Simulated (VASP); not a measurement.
Here is a VASP 6.6.1 calculation.

The input POSCAR:

```
Bi
1.0
    2.2578266384      1.3035568175      4.0221219801
   -2.2578266384      1.3035568175      4.0221219801
    0.0000000000     -2.6071136350      4.0221219801
Bi
2
Direct
    0.2335165111      0.2335165111      0.2335165111
    0.7664834889      0.7664834889      0.7664834889
```

Contents of INCAR.step1:

```
SYSTEM = Bi
PREC = Accurate
ENCUT = 520
ISMEAR = -1
SIGMA = 0.15
LREAL = .False.
LASPH = .True.
NELM = 60
NBANDS = 22
GGA = PE
ALGO = Normal
EDIFF = 1E-4
LWAVE = .True.
LCHARG = .False.
```

Contents of INCAR.step2:

```
SYSTEM = Bi
PREC = Accurate
ENCUT = 520
EDIFF = 1E-7
ISMEAR = -1
SIGMA = 0.15
LREAL = .False.
LASPH = .True.
NELM = 60
ALGO = Normal
ISIF = 2
LWAVE = .False.
LCHARG = .False.
METAGGA = R2SCAN
LMIXTAU = .True.
IVDW = 12
VDW_S6 = 1.0
VDW_S8 = 0.78981345
VDW_A1 = 0.49484001
VDW_A2 = 5.73083694
NBANDS = 22
ISTART = 1
```

KPOINTS

```
Automatic mesh
0
Gamma
  12 12 12
  0 0 0
```

Potentials or basis: VASP PAW PBE potentials, release 64 (Bi_d).

Run with:

```console
$ cat potpaw_PBE.64/Bi_d/POTCAR > POTCAR
$ cp INCAR.step1 INCAR
$ mpirun -np 1 vasp_std > vasp.out
$ cp INCAR.step2 INCAR
$ mpirun -np 1 vasp_std > vasp.out
```

Predict the pressure.

0.0 GPa.

Estimate the band gap on the k mesh.

zero (bands 15 and 16 overlap by 0.10 eV).

What does it give for the dispersion energy per atom?

-0.210 eV.

Forces on the atoms (eV/Å):
```
Bi   0.000  0.000  0.008
Bi   0.000  0.000 -0.008
```

Caveat: the PAW data sets were made with another functional, which shifts forces and pressure a little; spin-orbit coupling is left out, which moves the levels of the heavy elements.
